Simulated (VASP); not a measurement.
SnTe: single point with r2SCAN

SnTe:

```
Sn Te
1.0
     0.00000    3.15342    3.15342
     3.15342    0.00000    3.15342
     3.15342    3.15342    0.00000
Sn Te
1 1
Direct
  0.00000 0.00000 0.00000
  0.50000 0.50000 0.50000
```

```json
{
 "Program": "VASP 6.6.1",
 "Task": "single point",
 "Functional": "r2SCAN",
 "Potentials or basis": "VASP PAW PBE potentials, release 64 (Sn_d, Te)",
 "Cutoff": "520 eV",
 "k mesh": "10 × 10 × 10",
 "Occupations": "gaussian, width 0.01 eV",
 "Spin": "no spin polarisation",
 "Dipole correction": "no",
 "Further INCAR settings": "ALGO = Normal; EDIFF = 1e-06; NBANDS = 17"
}
```

The pressure is 1.5 GPa and the band gap on the k mesh is 0.04 eV.

Levels at points of the mesh, in eV from the valence-band top:
```tsv
k point	band 7	band 8	band 9	band 10	band 11	band 12	band 13	band 14
(0.00, 0.00, 0.00)	-4.83	-2.57	-2.57	-2.57	3.35	3.35	3.35	4.89
(0.50, 0.00, 0.00)	-8.88	-2.20	-2.20	0.00	0.04	0.20	0.20	8.13
(0.50, 0.50, 0.00)	-6.85	-6.05	-4.19	-4.19	2.24	5.02	5.02	6.62
```

It took 87 s on 1 thread of Intel(R) Xeon(R) Platinum 8559C (Emerald Rapids), with other jobs on the host, peak memory 0.24 GiB.

Caveat: semilocal functionals underestimate gaps, and a narrow one can read as zero; the PAW data sets were made with another functional, which shifts forces and pressure a little; spin-orbit coupling is left out, which moves the levels of the heavy elements. A k mesh can miss the band edges.
